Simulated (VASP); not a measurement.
# Bi2Te3 (R-3m) in VASP: single point with PBE+D3(BJ)

Aim: the single point of Bi2Te3 with PBE+D3(BJ).

Program: VASP 6.6.1. These are calculated values, not measurements. Logs are shortened: lines on timing, memory, paths and dates and some standing lists are left out, and cuts for length are marked.

## (1) The cell of the first run

It takes space group R-3m (No. 166, trigonal). The conventional cell has a = 4.384 Å, b = 4.384 Å, c = 30.526 Å, α = 90.00°, β = 90.00°, γ = 120.00°. Within 4.1 Å of Bi (site symmetry 3m) lie 6 Te at 3.12 to 3.23 Å. Te (site symmetry -3m) has 6 Bi at 3.23 Å within 4.2 Å. Te (site symmetry 3m) has 3 Bi at 3.12 Å and 3 Te at 3.57 Å within 4.1 Å.

## (2) Single point, PBE+D3(BJ)

Input file INCAR:

```
SYSTEM = Bi2Te3
PREC = Accurate
ENCUT = 500
EDIFF = 1E-6
ISMEAR = 0
SIGMA = 0.1
LREAL = .False.
LASPH = .True.
NELM = 120
ALGO = Normal
ISIF = 2
LWAVE = .False.
LCHARG = .False.
GGA = PE
IVDW = 12
NBANDS = 32
GGA_COMPAT = .False.
```

Input file KPOINTS:

```
regular mesh
0
Gamma
  6 6 6
  0 0 0
```

Input file POSCAR:

```
Bi2Te3
1.0
    2.1919635650      1.2655307543     10.1752982818
   -2.1919635650      1.2655307543     10.1752982818
    0.0000000000     -2.5310615087     10.1752982818
Bi Te
2 3
Direct
    0.3990000000      0.3990000000      0.3990000000
    0.6010000000      0.6010000000      0.6010000000
    0.0000000000      0.0000000000      0.0000000000
    0.2080000000      0.2080000000      0.2080000000
    0.7920000000      0.7920000000      0.7920000000
```

Potentials or basis: VASP PAW PBE potentials, release 64 (Bi_d, Te).

On the command line:

```sh
$ cat potpaw_PBE.64/Bi_d/POTCAR potpaw_PBE.64/Te/POTCAR > POTCAR
$ mpirun -np 1 vasp_std > vasp.out
```

OUTCAR:

```text
SYSTEM = Bi2Te3
   PREC = Accurate
   ENCUT = 500
   EDIFF = 1E-6
   ISMEAR = 0
   LREAL = .False.
   LASPH = .True.
   NELM = 120
   ISIF = 2
   GGA = PE
   IVDW = 12
 IVDW          = 12

 ion  position               nearest neighbor table
   1  0.399  0.399  0.399-   5 3.12   5 3.12   5 3.12   3 3.23   3 3.23   3 3.23
   2  0.601  0.601  0.601-   4 3.12   4 3.12   4 3.12   3 3.23   3 3.23   3 3.23
   3  0.000  0.000  0.000-   2 3.23   2 3.23   1 3.23   1 3.23   2 3.23   1 3.23
   4  0.208  0.208  0.208-   2 3.12   2 3.12   2 3.12   5 3.57   5 3.57   5 3.57
   5  0.792  0.792  0.792-   1 3.12   1 3.12   1 3.12   4 3.57   4 3.57   4 3.57

  LATTYP: Found a trigonal (rhomboedric) cell.
 ALAT       =    10.4853692107
 COS(alpha) =     0.9125964238

  Lattice vectors:

 A1 = (   2.1919635650,   1.2655307543,  10.1752982818)
 A2 = (  -2.1919635650,   1.2655307543,  10.1752982818)
 A3 = (   0.0000000000,  -2.5310615087,  10.1752982818)

Analysis of symmetry for initial positions (statically):
=====================================================================
 Subroutine PRICEL returns:
 Original cell was already a primitive cell.

 Routine SETGRP: Setting up the symmetry group for a
 trigonal (rhombohedral) supercell.

 Subroutine GETGRP returns: Found 12 space group operations
 (whereof 12 operations were pure point group operations)
 out of a pool of 12 trial point group operations.

The static configuration has the point symmetry D_3d.

Analysis of symmetry for dynamics (positions and initial velocities):
=====================================================================
 Subroutine PRICEL returns:
 Original cell was already a primitive cell.

 Routine SETGRP: Setting up the symmetry group for a
 trigonal (rhombohedral) supercell.

 Subroutine GETGRP returns: Found 12 space group operations
 (whereof 12 operations were pure point group operations)
 out of a pool of 12 trial point group operations.

The dynamic configuration has the point symmetry D_3d.

 Subroutine INISYM returns: Found 12 space group operations
 (whereof 12 operations are pure point group operations),
 and found     1 'primitive' translations

----------------------------------------------------------------------------------------

                                     Primitive cell

  volume of cell :     169.3575

  direct lattice vectors                    reciprocal lattice vectors
     2.191963565  1.265530754 10.175298282     0.228105981  0.131697050  0.032759072
    -2.191963565  1.265530754 10.175298282    -0.228105981  0.131697050  0.032759072
     0.000000000 -2.531061509 10.175298282     0.000000000 -0.263394099  0.032759072

  length of vectors
    10.485369211 10.485369211 10.485369211     0.265423451  0.265423451  0.265423451

  position of ions in fractional coordinates (direct lattice)
     0.399000000  0.399000000  0.399000000
     0.601000000  0.601000000  0.601000000
     0.000000000  0.000000000  0.000000000
     0.208000000  0.208000000  0.208000000
     0.792000000  0.792000000  0.792000000

  ion indices of the primitive-cell ions
   primitive index   ion index
                 1           1
                 2           2
                 3           3
                 4           4
                 5           5

----------------------------------------------------------------------------------------

 KPOINTS: regular mesh

Automatic generation of k-mesh.
 Grid dimensions read from file:
 generate k-points for:    6    6    6

 Generating k-lattice:

  Cartesian coordinates                     Fractional coordinates (reciprocal lattice)
     0.038017664  0.021949508  0.005459845     0.166666667 -0.000000000  0.000000000
    -0.038017664  0.021949508  0.005459845    -0.000000000  0.166666667  0.000000000
     0.000000000 -0.043899017  0.005459845     0.000000000  0.000000000  0.166666667

  Length of vectors
     0.044237242  0.044237242  0.044237242

  Shift w.r.t. Gamma in fractional coordinates (k-lattice)
     0.000000000  0.000000000  0.000000000

 Subroutine IBZKPT returns following result:
 ===========================================

 Found     32 irreducible k-points:

 Following reciprocal coordinates:
            Coordinates               Weight
  0.000000  0.000000  0.000000      1.000000
  0.166667 -0.000000 -0.000000      6.000000
  0.333333 -0.000000 -0.000000      6.000000
  0.500000  0.000000 -0.000000      3.000000
  0.166667  0.166667 -0.000000      6.000000
  0.333333  0.166667 -0.000000     12.000000
[... 16 lines left out ...]
  0.500000  0.500000  0.166667      6.000000
 -0.333333  0.500000  0.166667     12.000000
 [... further k-points ...]
   k-points           NKPTS =     32   k-points in BZ     NKDIM =     32   number of bands    NBANDS=     32
   number of dos      NEDOS =    301   number of ions     NIONS =      5
   total plane-waves  NPLWV = 512000
   dimension x,y,z NGX =    80 NGY =   80 NGZ =   80
   dimension x,y,z NGXF=   160 NGYF=  160 NGZF=  160
   ions per type =               2   3
   NGX,Y,Z   is equivalent  to a cutoff of  12.68, 12.68, 12.68 a.u.
   NGXF,Y,Z  is equivalent  to a cutoff of  25.37, 25.37, 25.37 a.u.
 SYSTEM =  Bi2Te3
   PREC   = accura    normal or accurate (medium, high low for compatibility)
   ISTART =      0    job   : 0-new  1-cont  2-samecut
   ICHARG =      2    charge: 1-file 2-atom 10-const
   ISPIN  =      1    spin polarized calculation?
   LNONCOLLINEAR =      F non collinear calculations
   LSORBIT =      F    spin-orbit coupling
   LASPH  =      T    aspherical Exc in radial PAW
   ENCUT  =  500.0 eV  36.75 Ry    6.06 a.u.  19.12 19.12 19.12*2*pi/ulx,y,z
   NELM   =    120;   NELMIN=  2; NELMDL= -5     # of ELM steps
   EDIFF  = 0.1E-05   stopping-criterion for ELM
   LREAL  =      F    real-space projection
   EDIFFG = 0.1E-04   stopping-criterion for IOM
   NSW    =      0    number of steps for IOM
   IBRION =     -1    ionic relax: 0-MD 1-quasi-New 2-CG
   NFREE  =      0    steps in history (QN), initial steepest desc. (CG)
   ISIF   =      2    stress and relaxation
   ISYM   =      2    0-nonsym 1-usesym 2-fastsym
   POTIM  = 0.5000    time-step for ionic-motion
   TEBEG  =    0.0;   TEEND  =   0.0 temperature during run
   PSTRESS=    0.0 pullay stress
   NELECT =      48.0000    total number of electrons
   NUPDOWN=      -1.0000    fix difference up-down
   EMIN   =  10.00;   EMAX   =-10.00  energy-range for DOS
   EFERMI =   0.00;   METHOD = LEGACY
   ISMEAR =     0;   SIGMA  =   0.10  broadening in eV -4-tet -1-fermi 0-gaus
   EFERMI_NEDOS =   21; number of points for ismear=-14 and -15
   IALGO  =     38    algorithm
   IMIX   =      4    mixing-type and parameters
     AMIX     =   0.40;   BMIX     =  1.00
     AMIX_MAG =   1.60;   BMIX_MAG =  1.00
  volume/ion in A,a.u.               =      33.87       228.58
  Fermi-wavevector in a.u.,A,eV,Ry     =   1.075360  2.032135 15.733757  1.156399
  Thomas-Fermi vector in A             =   2.211214
   LORBIT       =      0    0 simple, 1 ext, 2 COOP (PROOUT), +10 PAW based schemes
   GGA     = PE    functional components
   LHFCALC =     F    Hartree Fock is set to
   AEXX    =    0.0000 exact exchange contribution
   IVDW    =    12    specifies the selected vdW correction
   LEPSILON=     F    determine dielectric tensor
   LRPA    =     F    only Hartree local field effects (RPA)
 non-spin polarized calculation
 Gauss-broadening in eV      SIGMA  =   0.10
  energy-cutoff  :      500.00
  volume of cell :      169.36
 maximum number of plane-waves:      4328
 NGX is ok and might be reduce to    80
   NGX = 39   NGY = 39   NGZ = 39

 number of electron      47.9999999 magnetization

 Free energy of the ion-electron system (eV)
  ---------------------------------------------------
  ext. energy  EPLUGINS =         0.00000000
  ---------------------------------------------------
  free energy    TOTEN  =       -18.29869914 eV

  energy without entropy =      -18.29866392  energy(sigma->0) =      -18.29868153

 E-fermi :   6.3871     XC(G=0):  -9.3413

 val. band max:        6.2229258164   @ k =   0.0000   0.0000   0.0000
 cond. band min:       6.5513550902   @ k =   0.0000   0.0000   0.0000
 fundamental gap:      0.3284292737
 Fermi energy:         6.3871409638

 k-point     1 :       0.0000    0.0000    0.0000
  band No.  band energies     occupation
      1     -16.9873      2.00000
      2     -16.9873      2.00000
      3     -16.9857      2.00000
      4     -16.9857      2.00000
      5     -16.9795      2.00000
      6     -16.9780      2.00000
[... 24 lines left out ...]
     31      11.0325      0.00000
     32      11.3597      0.00000

 k-point     2 :       0.1667   -0.0000   -0.0000
  band No.  band energies     occupation
      1     -16.9891      2.00000
      2     -16.9872      2.00000
      3     -16.9844      2.00000
      4     -16.9829      2.00000
      5     -16.9784      2.00000
      6     -16.9772      2.00000
[... 24 lines left out ...]
     31      10.2837      0.00000
     32      11.2301      0.00000

 k-point     3 :       0.3333   -0.0000   -0.0000
  band No.  band energies     occupation
      1     -16.9936      2.00000
      2     -16.9910      2.00000
      3     -16.9813      2.00000
      4     -16.9811      2.00000
      5     -16.9789      2.00000
      6     -16.9785      2.00000
[... 24 lines left out ...]
     31      10.2696      0.00000
     32      11.2482      0.00000

 k-point     4 :       0.5000    0.0000   -0.0000
  band No.  band energies     occupation
      1     -16.9962      2.00000
      2     -16.9932      2.00000
      3     -16.9823      2.00000
      4     -16.9813      2.00000
      5     -16.9797      2.00000
      6     -16.9781      2.00000
[... 654 lines left out ...]
     31      10.0918      0.00000
     32      11.9454      0.00000

 k-point    23 :       0.5000    0.5000    0.1667
  band No.  band energies     occupation
      1     -16.9936      2.00000
      2     -16.9911      2.00000
      3     -16.9813      2.00000
      4     -16.9811      2.00000
      5     -16.9789      2.00000
      6     -16.9785      2.00000
[... 24 lines left out ...]
     31      10.2458      0.00000
     32      11.0935      0.00000

 k-point    24 :      -0.3333    0.5000    0.1667
  band No.  band energies     occupation
      1     -16.9929      2.00000
      2     -16.9904      2.00000
      3     -16.9832      2.00000
      4     -16.9803      2.00000
      5     -16.9800      2.00000
      6     -16.9780      2.00000
[... 24 lines left out ...]
     31      10.8365      0.00000
     32      11.5191      0.00000

 [... further k-points ...]

------------------------ aborting loop because EDIFF is reached ----------------------------------------

 Edisp (eV)   -2.23810

 E8    (eV) :    -1.0624

  FORCE on cell =-STRESS in cart. coord.  units (eV):
  Direction    XX          YY          ZZ          XY          YZ          ZX
  --------------------------------------------------------------------------------------
  -------------------------------------------------------------------------------------
  Total      -0.77750    -0.77750    -1.44887     0.00000     0.00000     0.00000
  in kB      -7.35544    -7.35544   -13.70676     0.00000     0.00000     0.00000
  external pressure =       -9.47 kB  Pullay stress =        0.00 kB

 VOLUME and BASIS-vectors are now :
 -----------------------------------------------------------------------------
  energy-cutoff  :      500.00
  volume of cell :      169.36
      direct lattice vectors                 reciprocal lattice vectors
     2.191963565  1.265530754 10.175298282     0.228105981  0.131697050  0.032759072
    -2.191963565  1.265530754 10.175298282    -0.228105981  0.131697050  0.032759072
     0.000000000 -2.531061509 10.175298282     0.000000000 -0.263394099  0.032759072

 POSITION                                       TOTAL-FORCE (eV/Angst)
 -----------------------------------------------------------------------------------
      0.00000     -0.00000     12.17983         0.000000     -0.000000      0.474274
      0.00000     -0.00000     18.34606         0.000000      0.000000     -0.474274
      0.00000      0.00000      0.00000         0.000000      0.000000      0.000000
      0.00000     -0.00000      6.34939         0.000000     -0.000000      0.426515
      0.00000     -0.00000     24.17651         0.000000      0.000000     -0.426515
 -----------------------------------------------------------------------------------
    total drift:                                0.000000     -0.000000      0.000000

  FREE ENERGIE OF THE ION-ELECTRON SYSTEM (eV)
  ---------------------------------------------------
  free  energy   TOTEN  =       -20.5368011628 eV

  energy  without entropy=      -20.5367659346  energy(sigma->0) =      -20.53678355
```

Wall time 10 min (1 thread of Intel Xeon Platinum 8375C at 2.90GHz (Ice Lake), shared host); peak memory 0.93 GiB.

Results:

```yaml
Free_energy: -20.5368 eV
Pressure: -0.9 GPa
Largest_force: 0.474 eV/Å
Band_gap_on_the_k_mesh: 0.33 eV
Dispersion_energy_per_atom: -0.448 eV
```

Forces on the atoms (eV/Å):
```
Bi   0.000  0.000  0.474
Bi   0.000  0.000 -0.474
Te   0.000  0.000  0.000
Te   0.000  0.000  0.427
Te   0.000  0.000 -0.427
```

Caveat: spin-orbit coupling is left out, which moves the levels of the heavy elements. A k mesh can miss the band edges.
